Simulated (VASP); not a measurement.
# TbHgB4 (P-3m1) in VASP: relaxation of cell and atoms with PBE

Aim: the relaxation of cell and atoms of TbHgB4 with PBE.

All numbers are computed with VASP 6.6.1; they aren't measurements. Logs are shortened: lines on timing, memory, paths and dates and some standing lists are left out, and cuts for length are marked.

## Step 1: The cell of the first run

Symmetry: P-3m1, No. 164, trigonal system. Conventional cell: a = 3.539 Å, b = 3.539 Å, c = 9.064 Å, α = 90.00°, β = 90.00°, γ = 120.00°. Within 3.7 Å of Tb (site symmetry -3m) lie 12 B at 2.84 to 3.39 Å and 6 Tb at 3.54 Å. Within 2.9 Å of B (site symmetry 3m) lie 3 B at 2.17 Å and 3 Tb at 2.84 Å. B (site symmetry 3m) has 3 B at 2.17 Å and 3 Hg at 2.74 Å within 2.9 Å. Hg (site symmetry -3m) has 12 B at 2.74 to 3.27 Å and 6 Hg at 3.54 Å within 3.6 Å.

The cell was generated, and may not be a known phase.

## Step 2: Relaxation of cell and atoms, PBE

File INCAR:

```
SYSTEM = TbHgB4
ALGO = Normal
EDIFF = 1E-7
EDIFFG = -0.08
ENCUT = 500
GGA = PE
GGA_COMPAT = .False.
IBRION = 2
ISIF = 3
ISMEAR = 0
LASPH = .True.
LCHARG = .False.
LMAXMIX = 6
LREAL = .False.
LWAVE = .False.
NELM = 200
NELMIN = 4
NSW = 36
PREC = Accurate
SIGMA = 0.2
```

File KPOINTS:

```
k-points
0
Gamma
  5 5 2
  0 0 0
```

File POSCAR:

```
TbHgB4
1.0
    3.5386866100      0.0000000000      0.0000000000
   -1.7693433000      3.0645925000      0.0000000000
    0.0000000000      0.0000000000      9.0637773000
Tb B Hg
1 4 1
Direct
    0.0000000000      0.0000000000      0.5000000000
    0.6666666700      0.3333333300      0.7179964200
    0.6666666700      0.3333333300      0.2017543500
    0.3333333300      0.6666666700      0.7982456500
    0.3333333300      0.6666666700      0.2820035800
    0.0000000000      0.0000000000      0.0000000000
```

Potentials or basis: VASP PAW PBE potentials, release 64 (Tb_3, B, Hg), 4f in core.

On the command line:

```bash
> cat potpaw_PBE.64/Tb_3/POTCAR potpaw_PBE.64/B/POTCAR potpaw_PBE.64/Hg/POTCAR > POTCAR
> mpirun -np 1 vasp_std > vasp.out
```

OUTCAR:

```text
SYSTEM = TbHgB4
   EDIFF = 1E-7
   EDIFFG = -0.08
   ENCUT = 500
   GGA = PE
   IBRION = 2
   ISIF = 3
   ISMEAR = 0
   LASPH = .True.
   LREAL = .False.
   NELM = 200
   NELMIN = 4
   NSW = 36
   PREC = Accurate

 ion  position               nearest neighbor table
   1  0.000  0.000  0.500-   2 2.84   5 2.84   5 2.84   2 2.84   2 2.84   5 2.84
   2  0.667  0.333  0.718-   4 2.17   4 2.17   4 2.17   1 2.84   1 2.84   1 2.84
   3  0.667  0.333  0.202-   5 2.17   5 2.17   5 2.17   6 2.74   6 2.74   6 2.74
   4  0.333  0.667  0.798-   2 2.17   2 2.17   2 2.17   6 2.74   6 2.74   6 2.74
   5  0.333  0.667  0.282-   3 2.17   3 2.17   3 2.17   1 2.84   1 2.84   1 2.84
   6  0.000  0.000  0.000-   3 2.74   4 2.74   4 2.74   3 2.74   3 2.74   4 2.74

  LATTYP: Found a hexagonal cell.
 ALAT       =     3.5386866100
 C/A-ratio  =     2.5613393609

  Lattice vectors:

 A1 = (   3.5386866100,   0.0000000000,   0.0000000000)
 A2 = (  -1.7693433000,   3.0645925000,   0.0000000000)
 A3 = (   0.0000000000,   0.0000000000,   9.0637773000)

Analysis of symmetry for initial positions (statically):
=====================================================================
 Subroutine PRICEL returns:
 Original cell was already a primitive cell.

 Routine SETGRP: Setting up the symmetry group for a
 hexagonal supercell.

 Subroutine GETGRP returns: Found 12 space group operations
 (whereof 12 operations were pure point group operations)
 out of a pool of 24 trial point group operations.

The static configuration has the point symmetry D_3d.

Analysis of symmetry for dynamics (positions and initial velocities):
=====================================================================
 Subroutine PRICEL returns:
 Original cell was already a primitive cell.

 Routine SETGRP: Setting up the symmetry group for a
 hexagonal supercell.

 Subroutine GETGRP returns: Found 12 space group operations
 (whereof 12 operations were pure point group operations)
 out of a pool of 24 trial point group operations.

The dynamic configuration has the point symmetry D_3d.

 Subroutine INISYM returns: Found 12 space group operations
 (whereof 12 operations are pure point group operations),
 and found     1 'primitive' translations

----------------------------------------------------------------------------------------

                                     Primitive cell

  volume of cell :      98.2933

  direct lattice vectors                    reciprocal lattice vectors
     3.538686610  0.000000000  0.000000000     0.282590721  0.163153828  0.000000000
    -1.769343300  3.064592500  0.000000000     0.000000000  0.326307658  0.000000000
[... 78 lines left out ...]
   EDIFF  = 0.1E-06   stopping-criterion for ELM
   LREAL  =      F    real-space projection
   EDIFFG = -.8E-01   stopping-criterion for IOM
   NSW    =     36    number of steps for IOM
   IBRION =      2    ionic relax: 0-MD 1-quasi-New 2-CG
   NFREE  =      1    steps in history (QN), initial steepest desc. (CG)
   ISIF   =      3    stress and relaxation
   ISYM   =      2    0-nonsym 1-usesym 2-fastsym
   POTIM  = 0.5000    time-step for ionic-motion
   TEBEG  =    0.0;   TEEND  =   0.0 temperature during run
   PSTRESS=    0.0 pullay stress
   NELECT =      33.0000    total number of electrons
   NUPDOWN=      -1.0000    fix difference up-down
   EMIN   =  10.00;   EMAX   =-10.00  energy-range for DOS
   EFERMI =   0.00;   METHOD = LEGACY
   ISMEAR =     0;   SIGMA  =   0.20  broadening in eV -4-tet -1-fermi 0-gaus
   EFERMI_NEDOS =   21; number of points for ismear=-14 and -15
   IALGO  =     38    algorithm
   IMIX   =      4    mixing-type and parameters
     AMIX     =   0.40;   BMIX     =  1.00
     AMIX_MAG =   1.60;   BMIX_MAG =  1.00
  volume/ion in A,a.u.               =      16.38       110.55
  Fermi-wavevector in a.u.,A,eV,Ry     =   1.137814  2.150158 17.614399  1.294622
  Thomas-Fermi vector in A             =   2.274519
   LORBIT       =      0    0 simple, 1 ext, 2 COOP (PROOUT), +10 PAW based schemes
   GGA     = PE    functional components
   LHFCALC =     F    Hartree Fock is set to
   AEXX    =    0.0000 exact exchange contribution
   IVDW    =     0    specifies the selected vdW correction
   LEPSILON=     F    determine dielectric tensor
   LRPA    =     F    only Hartree local field effects (RPA)
 conjugate gradient relaxation of ions
 non-spin polarized calculation
 Gauss-broadening in eV      SIGMA  =   0.20
  energy-cutoff  :      500.00
  volume of cell :       98.29
 maximum number of plane-waves:      2522
 NGX is ok and might be reduce to    28
   NGX = 13   NGY = 13   NGZ = 33

--------------------------------------- Ionic step        1  -------------------------------------------

 number of electron      33.0000001 magnetization

 Free energy of the ion-electron system (eV)
  ---------------------------------------------------
  ext. energy  EPLUGINS =         0.00000000
  ---------------------------------------------------
  free energy    TOTEN  =       -25.47645015 eV

  energy without entropy =      -25.37544340  energy(sigma->0) =      -25.42594677

 E-fermi :   2.7483     XC(G=0): -10.3701

 val. band max:        2.7257275889   @ k =   0.2000   0.2000   0.5000
 cond. band min:       2.8760172942   @ k =   0.4000  -0.0000   0.0000
 fundamental gap:      0.1502897053
 Fermi energy:         2.7482658815

 k-point     1 :       0.0000    0.0000    0.0000
  band No.  band energies     occupation
      1     -19.7530      2.00000
      2     -19.4415      2.00000
      3     -19.4415      2.00000
      4      -7.1043      2.00000
      5      -6.0283      2.00000
      6      -4.2005      2.00000
[... 332 lines left out ...]
  FREE ENERGIE OF THE ION-ELECTRON SYSTEM (eV)
  ---------------------------------------------------
  free  energy   TOTEN  =       -28.8953896546 eV

  energy  without entropy=      -28.8559568865  energy(sigma->0) =      -28.87567327

[... ionic steps 4 to 9 ...]

--------------------------------------- Ionic step       10  -------------------------------------------

 number of electron      33.0000000 magnetization

------------------------ aborting loop because EDIFF is reached ----------------------------------------
[... 75 lines left out ...]
--------------------------------------- Ionic step       12  -------------------------------------------

 number of electron      33.0000001 magnetization

 Free energy of the ion-electron system (eV)
  ---------------------------------------------------
  ext. energy  EPLUGINS =         0.00000000
  ---------------------------------------------------
  free energy    TOTEN  =       -30.30277163 eV

  energy without entropy =      -30.26910358  energy(sigma->0) =      -30.28593760

 E-fermi :   4.9380     XC(G=0): -11.6528

 val. band max:        4.8865058584   @ k =   0.4000  -0.0000   0.5000
 cond. band min:       5.1253912332   @ k =   0.2000   0.2000   0.0000
 fundamental gap:      0.2388853748
 Fermi energy:         4.9380421589

 k-point     1 :       0.0000    0.0000    0.0000
  band No.  band energies     occupation
      1     -17.0184      2.00000
      2     -16.1169      2.00000
      3     -16.1169      2.00000
      4      -6.8418      2.00000
      5      -5.2065      2.00000
      6      -3.3335      2.00000
[... 252 lines left out ...]
  FREE ENERGIE OF THE ION-ELECTRON SYSTEM (eV)
  ---------------------------------------------------
  free  energy   TOTEN  =       -30.3027716264 eV

  energy  without entropy=      -30.2691035758  energy(sigma->0) =      -30.28593760

 reached required accuracy - stopping structural energy minimisation
```

CONTCAR:

```text
TbHgB4
   1.00000000000000
     3.2161117753569433   -0.0000000006395816   -0.0000000000000000
    -1.6080558836881491    2.7852344989886011    0.0000000000000000
     0.0000000000000000    0.0000000000000001    8.1660561830201708
  Tb              B               Hg
     1     4     1
Direct
     0.0000000000000000    1.0000000000000000    0.5000000000000000
     0.6666666699999979    0.3333333300000021    0.7365979418357899
     0.6666666699999979    0.3333333300000021    0.2629281945422541
     0.3333333300000021    0.6666666699999979    0.7370718054577456
     0.3333333300000021    0.6666666699999979    0.2634020581642100
     0.0000000000000000    1.0000000000000000    1.0000000000000000

  0.00000000E+00  0.00000000E+00  0.00000000E+00
  0.00000000E+00  0.00000000E+00  0.00000000E+00
  0.00000000E+00  0.00000000E+00  0.00000000E+00
  0.00000000E+00  0.00000000E+00  0.00000000E+00
  0.00000000E+00  0.00000000E+00  0.00000000E+00
  0.00000000E+00  0.00000000E+00  0.00000000E+00
```

Run time: 3.6 min. Hardware: 1 thread of Intel Xeon Platinum 8488C (Sapphire Rapids), shared host; peak memory 0.24 GiB.

Results:

```yaml
Free_energy: -30.3028 eV
Relaxed_volume: 12.19 Å³/atom
Relaxed_cell: a = 3.216 Å, b = 3.216 Å, c = 8.166 Å, α = 90.00°, β = 90.00°, γ = 120.00°
Space_group_after_relaxing_to_0.1_Å: P6/mmm (No. 191)
Energy_gained_by_relaxing: 804.4 meV/atom
Ionic_steps: 12
Pressure_after_relaxing: -0.6 GPa
Largest_force_after_relaxing: 0.065 eV/Å
Band_gap_on_the_k_mesh: zero (an odd number of electrons rules out a gap without spin polarisation)
```

Forces on the atoms (eV/Å):
```
Tb   0.000  0.000  0.000
B    0.000  0.000 -0.018
B    0.000  0.000  0.065
B    0.000  0.000 -0.065
B    0.000  0.000  0.018
Hg   0.000  0.000  0.000
```

Step by step:
```csv
step,energy change (eV),largest force (eV/Å),pressure (GPa),volume (Å³)
1,0.0000,2.7522,-20.22,98.29
2,-3.3410,3.3390,1.27,71.71
3,-3.4189,3.2543,10.42,67.72
4,-4.4496,0.4790,14.75,65.54
5,-4.4495,0.4530,14.80,65.52
6,-4.6115,0.4307,-7.92,75.78
7,-4.7185,0.3245,-0.48,71.53
8,-4.7591,0.2657,-0.26,71.73
9,-4.7995,0.3158,0.26,72.08
10,-4.7999,0.3228,0.33,72.12
11,-4.8181,0.1808,-0.21,72.60
12,-4.8263,0.0654,-0.65,73.15
```

Final structure:
```
Tb B Hg
1.0
     3.21611    0.00000    0.00000
    -1.60806    2.78523    0.00000
     0.00000    0.00000    8.16606
Tb B Hg
1 4 1
Direct
  0.00000 0.00000 0.50000
  0.66667 0.33333 0.73660
  0.66667 0.33333 0.26293
  0.33333 0.66667 0.73707
  0.33333 0.66667 0.26340
  0.00000 0.00000 0.00000
```

Caveat: the k points lie up to 0.45 Å⁻¹ apart in the final cell, too coarse for converged energies and pressures of a metal; the volume moved by over 15 % at a fixed basis, so the end points are rough; spin-orbit coupling is left out, which moves the levels of the heavy elements; the 4f electrons are frozen in the core, so they carry no moment and show no levels; the relaxation stopped at a loose force limit of 0.08 eV/Å, so its end isn't a converged minimum.

The gap in the log of VASP goes by the Fermi energy; the results here count the filled bands.